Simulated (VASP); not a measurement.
# Sb in VASP: further runs

Sb is run at these levels: PBEsol; tasks: single point.

Program: VASP 6.6.1. These are calculated values, not measurements. Logs are shortened: lines on timing, memory, paths and dates and some standing lists are left out, and cuts for length are marked.

**1. The cell of the first run**

Symmetry: P6_3/mmc, No. 194, hexagonal system. The conventional cell has a = 3.369 Å, b = 3.369 Å, c = 5.490 Å, α = 90.00°, β = 90.00°, γ = 120.00°. Sb (site symmetry -6m2) has 12 Sb at 3.36 to 3.37 Å within 4.4 Å.

This isn't the form of Sb at room conditions, which is rhombohedral.

**2. Single point, PBEsol (zz strain of +3 %)**

INCAR reads:

```
ALGO = Normal
EDIFF = 1E-7
ENCUT = 520
GGA = PS
ISIF = 2
ISMEAR = -1
LASPH = T
LCHARG = T
LELF = T
LREAL = F
LVHAR = T
LWAVE = F
NBANDS = 12
NELM = 80
PREC = Accurate
SIGMA = 0.05
```

KPOINTS reads:

```
k-points
0
Gamma
  12 12 7
```

POSCAR reads:

```
Sb
1.0
    3.3690001795      0.0000000000      0.0000000000
   -1.6845000898      2.9176397408      0.0000000000
    0.0000000000      0.0000000000      5.4899000000
Sb
2
Direct
    0.3333333333      0.6666666667      0.2500000000
    0.6666666667      0.3333333333      0.7500000000
```

Potentials or basis: VASP PAW PBE potentials, release 64 (Sb).

Run with:

```bash
cat potpaw_PBE.64/Sb/POTCAR > POTCAR
mpirun -np 1 vasp_std > vasp.out
```

OUTCAR:

```text
EDIFF = 1E-7
   ENCUT = 520
   GGA = PS
   ISIF = 2
   ISMEAR = -1
   LASPH = T
   LREAL = F
   NELM = 80
   PREC = Accurate

 ion  position               nearest neighbor table
   1  0.333  0.667  0.250-   2 3.36   2 3.36   2 3.36   2 3.36   2 3.36   2 3.36
   2  0.667  0.333  0.750-   1 3.36   1 3.36   1 3.36   1 3.36   1 3.36   1 3.36

  LATTYP: Found a hexagonal cell.
 ALAT       =     3.3690001795
 C/A-ratio  =     1.6295338995

  Lattice vectors:

 A1 = (   3.3690001795,   0.0000000000,   0.0000000000)
 A2 = (  -1.6845000898,   2.9176397408,   0.0000000000)
 A3 = (   0.0000000000,   0.0000000000,   5.4899000000)

Analysis of symmetry for initial positions (statically):
=====================================================================
 Subroutine PRICEL returns:
 Original cell was already a primitive cell.

 Routine SETGRP: Setting up the symmetry group for a
 hexagonal supercell.

 Subroutine GETGRP returns: Found 24 space group operations
 (whereof 12 operations were pure point group operations)
 out of a pool of 24 trial point group operations.

The static configuration has the point symmetry D_3d.
 The point group associated with its full space group is D_6h.

Analysis of symmetry for dynamics (positions and initial velocities):
=====================================================================
 Subroutine PRICEL returns:
 Original cell was already a primitive cell.

 Routine SETGRP: Setting up the symmetry group for a
 hexagonal supercell.

 Subroutine GETGRP returns: Found 24 space group operations
 (whereof 12 operations were pure point group operations)
 out of a pool of 24 trial point group operations.

The dynamic configuration has the point symmetry D_3d.
 The point group associated with its full space group is D_6h.

 Subroutine INISYM returns: Found 24 space group operations
 (whereof 12 operations are pure point group operations),
 and found     1 'primitive' translations

----------------------------------------------------------------------------------------

                                     Primitive cell

  volume of cell :      53.9631

  direct lattice vectors                    reciprocal lattice vectors
     3.369000179  0.000000000  0.000000000     0.296823968  0.171371398  0.000000000
    -1.684500090  2.917639741  0.000000000     0.000000000  0.342742795  0.000000000
     0.000000000  0.000000000  5.489900000     0.000000000  0.000000000  0.182152680

  length of vectors
     3.369000179  3.369000180  5.489900000     0.342742795  0.342742795  0.182152680

  position of ions in fractional coordinates (direct lattice)
     0.333333333  0.666666667  0.250000000
     0.666666667  0.333333333  0.750000000

  ion indices of the primitive-cell ions
   primitive index   ion index
                 1           1
                 2           2

----------------------------------------------------------------------------------------

 KPOINTS: k-points

Automatic generation of k-mesh.
 Grid dimensions read from file:
 generate k-points for:   12   12    7

 Generating k-lattice:

  Cartesian coordinates                     Fractional coordinates (reciprocal lattice)
     0.024735331  0.014280950  0.000000000     0.083333333 -0.000000000  0.000000000
     0.000000000  0.028561900  0.000000000     0.000000000  0.083333333  0.000000000
     0.000000000  0.000000000  0.026021811     0.000000000  0.000000000  0.142857143

  Length of vectors
     0.028561900  0.028561900  0.026021811

  Shift w.r.t. Gamma in fractional coordinates (k-lattice)
     0.000000000  0.000000000  0.000000000

 Subroutine IBZKPT returns following result:
 ===========================================

 Found     76 irreducible k-points:

 Following reciprocal coordinates:
            Coordinates               Weight
  0.000000  0.000000  0.000000      1.000000
  0.083333  0.000000  0.000000      6.000000
  0.166667  0.000000  0.000000      6.000000
  0.250000  0.000000  0.000000      6.000000
  0.333333  0.000000  0.000000      6.000000
  0.416667  0.000000  0.000000      6.000000
[... 16 lines left out ...]
  0.250000  0.000000  0.142857     12.000000
  0.333333  0.000000  0.142857     12.000000
 [... further k-points ...]
   k-points           NKPTS =     76   k-points in BZ     NKDIM =     76   number of bands    NBANDS=     12
   number of dos      NEDOS =    301   number of ions     NIONS =      2
   total plane-waves  NPLWV =  32928
   dimension x,y,z NGX =    28 NGY =   28 NGZ =   42
   dimension x,y,z NGXF=    56 NGYF=   56 NGZF=   84
   ions per type =               2
   NGX,Y,Z   is equivalent  to a cutoff of  13.82, 13.82, 12.72 a.u.
   NGXF,Y,Z  is equivalent  to a cutoff of  27.63, 27.63, 25.44 a.u.
 SYSTEM =  unknown system
   PREC   = accura    normal or accurate (medium, high low for compatibility)
   ISTART =      0    job   : 0-new  1-cont  2-samecut
   ICHARG =      2    charge: 1-file 2-atom 10-const
   ISPIN  =      1    spin polarized calculation?
   LNONCOLLINEAR =      F non collinear calculations
   LSORBIT =      F    spin-orbit coupling
   LASPH  =      T    aspherical Exc in radial PAW
   ENCUT  =  520.0 eV  38.22 Ry    6.18 a.u.   6.26  6.26 10.21*2*pi/ulx,y,z
   NELM   =     80;   NELMIN=  2; NELMDL= -5     # of ELM steps
   EDIFF  = 0.1E-06   stopping-criterion for ELM
   LREAL  =      F    real-space projection
   EDIFFG = 0.1E-05   stopping-criterion for IOM
   NSW    =      0    number of steps for IOM
   IBRION =     -1    ionic relax: 0-MD 1-quasi-New 2-CG
   NFREE  =      0    steps in history (QN), initial steepest desc. (CG)
   ISIF   =      2    stress and relaxation
   ISYM   =      2    0-nonsym 1-usesym 2-fastsym
   POTIM  = 0.5000    time-step for ionic-motion
   TEBEG  =    0.0;   TEEND  =   0.0 temperature during run
   PSTRESS=    0.0 pullay stress
   NELECT =      10.0000    total number of electrons
   NUPDOWN=      -1.0000    fix difference up-down
   EMIN   =  10.00;   EMAX   =-10.00  energy-range for DOS
   EFERMI =   0.00;   METHOD = LEGACY
   ISMEAR =    -1;   SIGMA  =   0.05  broadening in eV -4-tet -1-fermi 0-gaus
   EFERMI_NEDOS =   21; number of points for ismear=-14 and -15
   IALGO  =     38    algorithm
   IMIX   =      4    mixing-type and parameters
     AMIX     =   0.40;   BMIX     =  1.00
     AMIX_MAG =   1.60;   BMIX_MAG =  1.00
  volume/ion in A,a.u.               =      26.98       182.08
  Fermi-wavevector in a.u.,A,eV,Ry     =   0.933346  1.763767 11.852496  0.871134
  Thomas-Fermi vector in A             =   2.060037
   LORBIT       =      0    0 simple, 1 ext, 2 COOP (PROOUT), +10 PAW based schemes
   GGA     = PS    functional components
   LHFCALC =     F    Hartree Fock is set to
   AEXX    =    0.0000 exact exchange contribution
   IVDW    =     0    specifies the selected vdW correction
   LEPSILON=     F    determine dielectric tensor
   LRPA    =     F    only Hartree local field effects (RPA)
 non-spin polarized calculation
  energy-cutoff  :      520.00
  volume of cell :       53.96
 maximum number of plane-waves:      1472
 NGX is ok and might be reduce to    28
   NGX = 13   NGY = 13   NGZ = 21

 number of electron      10.0000000 magnetization

 Free energy of the ion-electron system (eV)
  ---------------------------------------------------
  ext. energy  EPLUGINS =         0.00000000
  ---------------------------------------------------
  free energy    TOTEN  =        -8.66327883 eV

  energy without entropy =       -8.65156203  energy(sigma->0) =       -8.65742043

 E-fermi :   8.3715     XC(G=0): -10.3233

 val. band max:        8.3571998563   @ k =   0.3333   0.2500   0.0000
 cond. band min:       8.3785117982   @ k =   0.3333   0.0833   0.0000
 fundamental gap:      0.0213119419
 Fermi energy:         8.3715482146

 k-point     1 :       0.0000    0.0000    0.0000
  band No.  band energies     occupation
      1      -4.5706      2.00000
      2      -0.8017      2.00000
      3       2.5361      2.00000
      4      11.8909      0.00000
      5      11.8909      0.00000
      6      13.5121      0.00000
      7      13.5121      0.00000
      8      13.7620      0.00000
      9      16.0133      0.00000
     10      17.2874      0.00000
     11      18.2840      0.00000
     12      18.2840      0.00000

 k-point     2 :       0.0833    0.0000    0.0000
  band No.  band energies     occupation
      1      -4.4489      2.00000
      2      -0.6952      2.00000
      3       2.6633      2.00000
      4      10.6922      0.00000
      5      11.4379      0.00000
      6      12.8582      0.00000
      7      13.6064      0.00000
      8      13.6299      0.00000
      9      16.3381      0.00000
     10      17.1171      0.00000
     11      18.3550      0.00000
     12      18.6126      0.00000

 k-point     3 :       0.1667    0.0000    0.0000
  band No.  band energies     occupation
      1      -4.0853      2.00000
      2      -0.3839      2.00000
      3       3.0417      2.00000
      4       8.5809      0.02994
      5      10.6115      0.00000
      6      11.3457      0.00000
      7      13.0777      0.00000
      8      13.4171      0.00000
      9      15.0843      0.00000
     10      17.3529      0.00000
     11      18.0524      0.00000
     12      18.8287      0.00000
[... 286 lines left out ...]
 k-point    23 :       0.2500    0.0000    0.1429
  band No.  band energies     occupation
      1      -3.3864      2.00000
      2      -0.3191      2.00000
      3       4.2205      2.00000
      4       6.6398      2.00000
      5       9.1344      0.00000
      6       9.9300      0.00000
      7      11.9564      0.00000
      8      12.6586      0.00000
      9      14.1563      0.00000
     10      15.9967      0.00000
     11      16.9639      0.00000
     12      18.6592      0.00000

 k-point    24 :       0.3333    0.0000    0.1429
  band No.  band energies     occupation
      1      -2.5729      2.00000
      2       0.2793      2.00000
      3       4.3295      2.00000
      4       5.5314      2.00000
      5       7.2902      2.00000
      6       9.3248      0.00000
      7      10.8215      0.00000
      8      12.1515      0.00000
      9      13.4522      0.00000
     10      15.4431      0.00000
     11      16.9755      0.00000
     12      18.2411      0.00000

 [... further k-points ...]

------------------------ aborting loop because EDIFF is reached ----------------------------------------

  FORCE on cell =-STRESS in cart. coord.  units (eV):
  Direction    XX          YY          ZZ          XY          YZ          ZX
  --------------------------------------------------------------------------------------
  -------------------------------------------------------------------------------------
  Total       -0.5990219     -0.5990219     -0.8481372      0.0000000      0.0000000      0.0000000
  in kB      -17.7850946    -17.7850946    -25.1813810      0.0000000      0.0000000      0.0000000
  external PRESSURE =     -20.2505234 kB  Pullay stress =       0.0000000 kB

 VOLUME and BASIS-vectors are now :
 -----------------------------------------------------------------------------
  energy-cutoff  :      520.00
  volume of cell :       53.96
      direct lattice vectors                 reciprocal lattice vectors
     3.369000179  0.000000000  0.000000000     0.296823968  0.171371398  0.000000000
    -1.684500090  2.917639741  0.000000000     0.000000000  0.342742795  0.000000000
     0.000000000  0.000000000  5.489900000     0.000000000  0.000000000  0.182152680

 POSITION                                       TOTAL-FORCE (eV/Angst)
 -----------------------------------------------------------------------------------
     -0.00000      1.94509      1.37247         0.000000      0.000000      0.000000
      1.68450      0.97255      4.11742        -0.000000     -0.000000      0.000000
 -----------------------------------------------------------------------------------
    total drift:                               -0.000000      0.000000      0.000000

  FREE ENERGIE OF THE ION-ELECTRON SYSTEM (eV)
  ---------------------------------------------------
  free  energy   TOTEN  =        -8.6632788312 eV

  energy  without entropy=       -8.6515620278  energy(sigma->0) =       -8.65742043
```

It took 76 s on 1 thread of Intel Xeon 8259CL, shared host; peak memory 0.19 GiB.

Results:

| Quantity | Value |
| --- | --- |
| Free energy | -8.6633 eV |
| Pressure | -2.0 GPa |
| Band gap on the k mesh | zero (bands 5 and 6 overlap by 7.03 eV) |

Levels at points of the mesh, in eV from the Fermi level:
```
           k point  band 1  band 2  band 3  band 4  band 5  band 6  band 7  band 8  band 9  band 10
(0.00, 0.00, 0.00)  -12.94   -9.17   -5.84    3.52    3.52    5.14    5.14    5.39    7.64     8.92
(0.50, 0.00, 0.00)   -9.40   -8.10   -4.35   -3.07   -2.29   -0.17    0.34    3.61    4.41     7.42
```

Caveat: the cell differs from its parent crystal (zz strain of +3 %); the PAW data sets were made with another functional, which shifts forces and pressure a little; spin-orbit coupling is left out, which moves the levels of the heavy elements.

**3. Single point, PBEsol (equal xx and yy strain of +2 %)**

INCAR reads:

```
SYSTEM = Sb
PREC = Accurate ; ENCUT = 520
EDIFF = 1E-6 ; ISMEAR = -1
SIGMA = 0.05 ; LREAL = .False.
LASPH = .True. ; NELM = 60
ALGO = Normal ; ISIF = 2
LWAVE = .False. ; LCHARG = .False.
GGA = PS ; NBANDS = 12
```

KPOINTS reads:

```
regular mesh
0
Gamma
  12 12 7
  0 0 0
```

POSCAR reads:

```
Sb
1.0
    3.4363801831      0.0000000000      0.0000000000
   -1.7181900916      2.9759925356      0.0000000000
    0.0000000000      0.0000000000      5.3300000000
Sb
2
Direct
    0.3333333333      0.6666666667      0.2500000000
    0.6666666667      0.3333333333      0.7500000000
```

Potentials or basis: VASP PAW PBE potentials, release 64 (Sb).

Run with:

```bash
cat potpaw_PBE.64/Sb/POTCAR > POTCAR
mpirun -np 1 vasp_std > vasp.out
```

Run time: 46 s. Hardware: 1 thread of Intel Xeon 8259CL, shared host; peak memory 0.2 GiB.

The run converged. Its results:

| Property | Result |
| --- | --- |
| Free energy | -8.6658 eV |
| Pressure | -2.7 GPa |
| Band gap on the k mesh | zero (bands 5 and 6 overlap by 6.41 eV) |

Stress tensor (GPa, compression positive):
```
-2.54  0.00  0.00
 0.00 -2.54  0.00
 0.00  0.00 -2.93
```

Levels at points of the mesh, in eV from the Fermi level:
```tsv
k point	band 2	band 3	band 4	band 5	band 6	band 7	band 8	band 9
(0.00, 0.00, 0.00)	-8.67	-5.66	2.95	2.95	4.74	4.74	5.96	6.99
(0.50, 0.00, 0.00)	-8.15	-4.07	-2.65	-2.30	-0.13	-0.03	3.63	4.12
```

Caveat: the cell differs from its parent crystal (equal xx and yy strain of +2 %); the PAW data sets were made with another functional, which shifts forces and pressure a little; spin-orbit coupling is left out, which moves the levels of the heavy elements.

(Part 1 of 2 ends here.)

The gap in the log of VASP goes by the Fermi energy; the results here count the filled bands.